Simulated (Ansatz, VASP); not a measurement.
# Two plane-wave programs on CdS

The input INCAR:

```
  PREC = Accurate
  ENCUT = 500
  EDIFF = 1E-6
  ISMEAR = 0
  SIGMA = 0.02
  LREAL = F
  LASPH = T
  NELM = 120
  ALGO = Normal
  ISIF = 2
  LWAVE = F
  LCHARG = T
  LELF = T
  LVHAR = T
  NBANDS = 16
  GGA_COMPAT = F
```

The input KPOINTS:

```
regular mesh
0
Gamma
  8 8 8
```

Contents of POSCAR:

```
CdS
1.0
    0.0000000000      2.9429534600      2.9429534600
    2.9429534600      0.0000000000      2.9429534600
    2.9429534600      2.9429534600      0.0000000000
Cd S
1 1
Direct
    0.0000000000      0.0000000000      0.0000000000
    0.7500000000      0.7500000000      0.7500000000
```

Input for Ansatz:

```yaml
crystal:
  lattice:
    - [0.0, 2.94295346, 2.94295346]
    - [2.94295346, 0.0, 2.94295346]
    - [2.94295346, 2.94295346, 0.0]
  atoms:
    - { symbol: Cd, position: [0.0, 0.0, 0.0] }
    - { symbol: S, position: [0.75, 0.75, 0.75] }
basis:
  ecutwfc: 420
kpoints:
  mp_grid: { grid: [8, 8, 8] }
hamiltonian:
  xc: lda
  pseudopotentials: { kind: paw, azcp: { folder: soft_1 } }
scf:
  occupations: { method: gaussian, width: 0.02 }
output:
  forces: true
  stress: true
  eigenvalues: true
```

Alike in both runs: task single point; functional LDA; k mesh 8 × 8 × 8; occupations gaussian, width 0.02 eV; no spin polarisation.

|  | VASP | Ansatz |
| --- | --- | --- |
| version | VASP 6.6.1 | Ansatz 0.2.0 |
| potentials or method | VASP PAW LDA potentials, release 64 (Cd, S), cutoff 500 eV | scalar-relativistic, plane waves, PAW |
| valence electrons in the cell | 18 | 26 |

Ansatz gave:

- gap on the k mesh at the Fermi level (eV): 0.81
- least direct gap on the mesh (eV): 0.81
- pressure (GPa): -3.9

Task: What did VASP give for the same quantities?

Result: gap on the k mesh at the Fermi level (eV): 0.83; least direct gap on the mesh (eV): 0.83; pressure (GPa): -3.5.

Ansatz warns that its potentials were made for another functional, while VASP's fit it. LDA's correlation is that of Perdew and Zunger in VASP and of Perdew and Wang (1992) in Ansatz. VASP's potentials hold 18 valence electrons a cell and Ansatz's 26, so a difference there can come from the potentials and not from the codes.
